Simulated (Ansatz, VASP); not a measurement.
## Two plane-wave programs on K

INCAR

```
SYSTEM = K
PREC = Accurate ; ENCUT = 520
EDIFF = 1E-6 ; ISMEAR = 0
SIGMA = 0.15 ; LREAL = .FALSE.
LASPH = .TRUE. ; NELM = 60
ALGO = Fast ; ISIF = 2
LWAVE = .FALSE. ; LCHARG = .FALSE.
GGA = PE ; NBANDS = 10
```

File KPOINTS:

```
Automatic mesh
0
G
  14 14 14
  0 0 0
```

POSCAR

```
K
1.0
   -3.5178465202      2.6901179272      2.6901179272
    2.6901179272     -3.5178465202      2.6901179272
    2.6901179272      2.6901179272     -3.5178465202
K
1
Direct
    0.0000000000      0.0000000000      0.0000000000
```

Input for Ansatz:

```yaml
crystal:
  lattice:
    - [-3.5178465202, 2.6901179272, 2.6901179272]
    - [2.6901179272, -3.5178465202, 2.6901179272]
    - [2.6901179272, 2.6901179272, -3.5178465202]
  atoms:
    - { symbol: K, position: [0.0, 0.0, 0.0] }
basis:
  ecutwfc: 420
kpoints:
  mp_grid: { grid: [14, 14, 14] }
hamiltonian:
  xc: pbe
scf:
  occupations: { method: gaussian, width: 0.15 }
output:
  forces: true
  stress: true
  eigenvalues: true
  write_density: true
  write_potential: true
  elf: true
  volumetric_format: npy
```

Alike in both runs: task single point; functional PBE; k mesh 14 × 14 × 14; occupations gaussian, width 0.15 eV; no spin polarisation.

|  | VASP | Ansatz |
| --- | --- | --- |
| version | VASP 6.6.1 | Ansatz 0.2.0 |
| potentials or method | VASP PAW PBE potentials, release 64 (K_sv), cutoff 520 eV | scalar-relativistic, plane waves, PAW |
| valence electrons in the cell | 9 | 9 |

|  | VASP | Ansatz | Ansatz less VASP |
| --- | --- | --- | --- |
| gap on the k mesh at the Fermi level (eV) | none | none | - |
| pressure (GPa) | 0.8 | 0.8 | -0.01 |
| traceless stress, the component that is largest in VASP (GPa) | 1.88 | 1.88 | -0.005 |

A gap of «none» marks a metal or a gap that the smearing closes.
